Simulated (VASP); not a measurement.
Runs of VASP 6.6.1 on Si. The structure is that of space group Fd-3m (No. 227), or close to it. The cells are those of the table. 

```csv
cell,k mesh,gap on the mesh (eV),pressure (GPa)
"a = 3.843 Å, angles 60.0°, 2 atoms",14 × 14 × 14,(b),0.1
"a = 3.791 Å, angles 60.0°, 2 atoms",14 × 14 × 14,0.38,(a)
"a = 3.507 Å, angles 60.0°, 2 atoms",16 × 16 × 16,none,45.1
"a = 3.567 Å, angles 60.0°, 2 atoms",16 × 16 × 16,none,33.2
"a = 3.312 Å, angles 60.0°, 2 atoms",16 × 16 × 16,none,101.2
"a = 3.737 Å, angles 60.0°, 2 atoms",14 × 14 × 14,0.30,9.4
"a = 3.682 Å, angles 60.0°, 2 atoms",14 × 14 × 14,(c),15.8
"a = 3.626 Å, angles 60.0°, 2 atoms",16 × 16 × 16,0.09,23.6
"a = 3.379 Å, angles 60.0°, 2 atoms",16 × 16 × 16,none,78.2
"a = 3.893 Å, angles 60.0°, 2 atoms",14 × 14 × 14,0.53,-3.3
```

Alike in all rows: task single point; level PBEsol; potentials or basis VASP PAW PBE potentials, release 64 (Si); no spin polarisation; cutoff (eV) 520; smearing gaussian 0.05 eV.

Problem. Estimate the missing entries.

Solution. (a) 4.3; (b) 0.46; (c) 0.20.

Caveats: the PAW data sets were made with another functional, which shifts forces and pressure a little; the cell stands under pressure (at least some runs); semilocal functionals underestimate gaps, so a narrow gap can read as zero (at least some runs); the cell stands under tension (at least some runs).

A k mesh can miss the band edges.

A gap of «none» marks levels without a gap at the run's occupations.
